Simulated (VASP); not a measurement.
**GaN: relaxation of cell and atoms with r2SCAN**

The system is GaN.

```
Ga N
1.0
     3.18310    0.00000    0.00000
    -1.59155    2.75665    0.00000
     0.00000    0.00000    5.18360
Ga N
2 2
Direct
  0.33333 0.66667 0.99911
  0.66667 0.33333 0.49911
  0.33333 0.66667 0.37589
  0.66667 0.33333 0.87589
```

```json
{"Program": "VASP 6.6.1", "Task": "relaxation of cell and atoms", "Functional": "r2SCAN", "Potentials or basis": "VASP PAW PBE potentials, release 64 (Ga_d, N)", "Cutoff": "600 eV", "k mesh": "8 × 8 × 4", "Occupations": "gaussian, width 0.01 eV", "Spin": "no spin polarisation", "Target pressure": "7 GPa", "Dipole correction": "no", "Further INCAR settings": "ALGO = Normal; EDIFF = 1e-06; IBRION = 2; EDIFFG = -0.002; NSW = 100; ISIF = 3"}
```

```yaml
Relaxed_volume: 11.06 Å³/atom
Relaxed_cell: a = 3.153 Å, b = 3.153 Å, c = 5.137 Å, α = 90.00°, β = 90.00°, γ = 120.00°
Space_group_after_relaxing_to_0.1_Å: P6_3mc (No. 186)
Energy_change_on_relaxing_the_run_minimises_the_enthalpy: +7.7 meV/atom
Ionic_steps: 7
Pressure_after_relaxing: 7.0 GPa
Band_gap_on_the_k_mesh: 2.53 eV
```

Step by step:
```tsv
step	energy change (eV)	largest force (eV/Å)	pressure (GPa)	volume (Å³)
1	0.0000	0.0001	1.10	45.48
2	0.1303	0.0198	15.69	42.78
3	0.0320	0.0112	7.16	44.21
4	0.0305	0.0110	6.97	44.25
5	0.0305	0.0022	6.98	44.25
6	0.0305	0.0010	6.99	44.25
7	0.0307	0.0004	7.02	44.24
```

Final structure:
```
Ga N
1.0
     3.15339    0.00000    0.00000
    -1.57669    2.73091    0.00000
     0.00000    0.00000    5.13735
Ga N
2 2
Direct
  0.33333 0.66667 0.99921
  0.66667 0.33333 0.49921
  0.33333 0.66667 0.37579
  0.66667 0.33333 0.87579
```

Levels at points of the mesh, in eV from the valence-band top:
```
           k point  band 15  band 16  band 17  band 18  band 19  band 20  band 21  band 22
(0.00, 0.00, 0.00)    -1.10    -0.04     0.00     0.00     2.53     5.01    10.13    10.76
(0.50, 0.00, 0.00)    -4.43    -2.94    -2.33    -1.07     5.67     6.28     6.64     9.59
(0.00, 0.00, 0.50)    -0.56    -0.56    -0.56    -0.56     4.95     4.95     9.33     9.33
(0.50, 0.00, 0.50)    -2.08    -2.08    -2.02    -2.02     4.98     4.98     8.60     8.60
```

It took 6.1 min on 1 thread of Intel(R) Xeon(R) 6975P-C (Granite Rapids), on a shared host, peak memory 0.21 GiB.

Caveat: the cell is relaxed towards a set pressure, so the run minimises the enthalpy, not the energy; the PAW data sets were made with another functional, which shifts forces and pressure a little.
